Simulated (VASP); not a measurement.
Wanted: the native input for a VASP 6.6.1 run.

| Quantity | Value |
| --- | --- |
| Task | single point |
| Functional | PBE |
| Potentials or basis | VASP PAW PBE potentials, release 64 (Lu, Zr_sv, O) |
| Cutoff | 520 eV |
| k mesh | 4 × 4 × 4 |
| Occupations | gaussian, width 0.1 eV |
| Spin | no spin polarisation |
| Dipole correction | no |
| Further INCAR settings | ALGO = Normal; EDIFF = 1e-07; NBANDS = 68 |

The structure of Lu4ZrO lies in POSCAR:

```
Lu4ZrO
1.0
    2.8190465700     -4.7458062600      0.0000000000
    2.8190465700      4.7458062600      0.0000000000
    0.0000000000      0.0000000000      4.4580706400
Lu Zr O
4 1 1
Direct
    0.1663979200      0.8336020800      0.0000000000
    0.8336020800      0.1663979200      0.0000000000
    0.0000000000      0.5000000000      0.5000000000
    0.5000000000      0.0000000000      0.5000000000
    0.5000000000      0.5000000000      0.0000000000
    0.0000000000      0.0000000000      0.5000000000
```

The cell was generated, and may not be a known phase.

These files were run (other wordings do the same):

INCAR

```
SYSTEM = Lu4ZrO
ALGO     = Normal         ! electronic algorithm
EDIFF    = 1E-7           ! SCF threshold, eV
ENCUT    = 520            ! plane-wave cutoff, eV
GGA      = PE             ! functional
ISIF     = 2              ! what is computed and relaxed
ISMEAR   = 0              ! smearing method
LASPH    = .True.         ! aspherical terms in the spheres
LCHARG   = .True.         ! write CHGCAR
LELF     = .True.         ! ELF
LREAL    = .False.        ! projectors in reciprocal space
LVHAR    = .True.       
LWAVE    = .False.        ! write WAVECAR
NBANDS   = 68             ! bands
NELM     = 60             ! most SCF steps
PREC     = Accurate       ! precision mode
SIGMA    = 0.1            ! smearing width, eV
```

KPOINTS

```
k-points
0
Gamma
  4 4 4
  0 0 0
```

Potentials or basis: VASP PAW PBE potentials, release 64 (Lu, Zr_sv, O).

Launch:

```console
$ cat potpaw_PBE.64/Lu/POTCAR potpaw_PBE.64/Zr_sv/POTCAR potpaw_PBE.64/O/POTCAR > POTCAR
$ mpirun -np 1 vasp_std > vasp.out
```

Results of the run:

The pressure is 17.1 GPa and the largest force is 2.035 eV/Å. The band gap on the k mesh is zero (bands 59 and 60 overlap by 0.40 eV).

Caveat: the stress differs along the axes, from -6 to 29 GPa; spin-orbit coupling is left out, which moves the levels of the heavy elements; forces of over 1 eV/Å act on the atoms, so gaps and moduli don't describe the material at rest.

Wall time 3.4 min on 1 thread of AMD EPYC 9R45 96-Core Processor (Zen 5), on a shared host, peak memory 0.3 GiB.
